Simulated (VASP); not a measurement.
# Ru: single point with PBEsol

Ru:

```
Ru
1.0
    -1.49141    1.49141    1.49141
     1.49141   -1.49141    1.49141
     1.49141    1.49141   -1.49141
Ru
1
Direct
  0.00000 0.00000 0.00000
```

```
Program                : VASP 6.6.1
Task                   : single point
Functional             : PBEsol
Potentials or basis    : VASP PAW PBE potentials, release 64 (Ru_pv)
Cutoff                 : 520 eV
k mesh                 : 8 × 8 × 8
Occupations            : gaussian, width 0.1 eV
Spin                   : no spin polarisation
Dipole correction      : no
Further INCAR settings : ALGO = Normal; EDIFF = 1e-06; NBANDS = 13
```

```yaml
Pressure: 11.6 GPa
Band_gap_on_the_k_mesh: zero (band 7 reaches 15.28 eV, above the bottom of band 8 at 11.84 eV)
```

Levels at points of the mesh, in eV from the Fermi level:
| k point | band 5 | band 6 | band 7 | band 8 | band 9 | band 10 |
| --- | --- | --- | --- | --- | --- | --- |
| (0.00, 0.00, 0.00) | -3.08 | -3.08 | -3.08 | -0.16 | -0.16 | 10.28 |
| (0.50, 0.00, 0.00) | -4.98 | -0.16 | 0.36 | 1.13 | 2.61 | 10.26 |
| (0.50, 0.50, 0.50) | -6.83 | 1.93 | 1.93 | 1.93 | 9.51 | 9.51 |

Wall time 5.2 s on 1 thread of AMD EPYC 7R43 64-Core Processor (Zen 3), on a shared host, peak memory 0.08 GiB.

Caveat: the k points lie up to 0.37 Å⁻¹ apart; the PAW data sets were made with another functional, which shifts forces and pressure a little.
